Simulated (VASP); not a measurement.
# AlSi2: relaxation of cell and atoms with PBE

Crystal: AlSi2.

```
Al Si
1.0
    -1.93049    1.93049    3.16619
     1.93049   -1.93049    3.16619
     1.93049    1.93049   -3.16619
Al Si
1 2
Direct
  0.00000 0.00000 0.00000
  0.59300 0.59300 0.00000
  0.40700 0.40700 0.00000
```

```json
{"Program": "VASP 6.6.1", "Task": "relaxation of cell and atoms", "Functional": "PBE", "Potentials or basis": "VASP PAW PBE potentials, release 64 (Al, Si)", "Cutoff": "600 eV", "k mesh": "6 × 6 × 6", "Occupations": "gaussian, width 0.1 eV", "Spin": "no spin polarisation", "Dipole correction": "no", "Further INCAR settings": "ALGO = Normal; EDIFF = 1e-06; IBRION = 2; EDIFFG = -0.04; NSW = 90; ISIF = 3"}
```

The relaxed volume is 15.34 Å³/atom and the relaxed cell is a = 4.740 Å, b = 4.740 Å, c = 4.740 Å, α = 138.64°, β = 138.64°, γ = 59.92°. The space group after relaxing (to 0.1 Å) is I4/mmm (No. 139). The pressure after relaxing is -0.2 GPa and the largest force after relaxing is 0.003 eV/Å. The band gap on the k mesh is zero (an odd number of electrons rules out a gap without spin polarisation).

Forces in eV/Å, atoms in the order of the input:
```
Al   0.000  0.000  0.000
Si   0.000  0.000  0.003
Si   0.000  0.000 -0.003
```

Stress tensor (GPa, compression positive):
```
-0.35  0.00  0.00
 0.00 -0.35  0.00
 0.00  0.00  0.18
```

Final structure:
```xyz
3
Lattice="-1.6739 1.6739 4.1067 1.6739 -1.6739 4.1067 1.6739 1.6739 -4.1067" Properties=species:S:1:pos:R:3 pbc="T T T"
Al    0.0000    0.0000    0.0000
Si    0.0000    0.0000    2.6229
Si    0.0000    0.0000    5.5906
```

Levels at points of the mesh, in eV from the Fermi level:
```
           k point  band 2  band 3  band 4  band 5  band 6  band 7  band 8  band 9
(0.00, 0.00, 0.00)   -4.75   -4.26   -0.50   -0.50    0.64    1.82    1.82    3.14
(0.50, 0.00, 0.00)   -9.39   -5.18   -4.54    1.54    2.00    2.60    3.60    4.26
(0.50, 0.50, 0.00)   -6.29   -6.09   -5.02   -3.95   -3.14    0.73    2.18    2.46
(0.50, 0.50, 0.50)   -9.96   -1.55   -1.55   -0.53    1.75    4.19    6.12    6.12
```

Run time: 3.7 min on 1 thread of AMD EPYC 9R45 96-Core Processor (Zen 5) (shared host), peak memory 0.18 GiB.
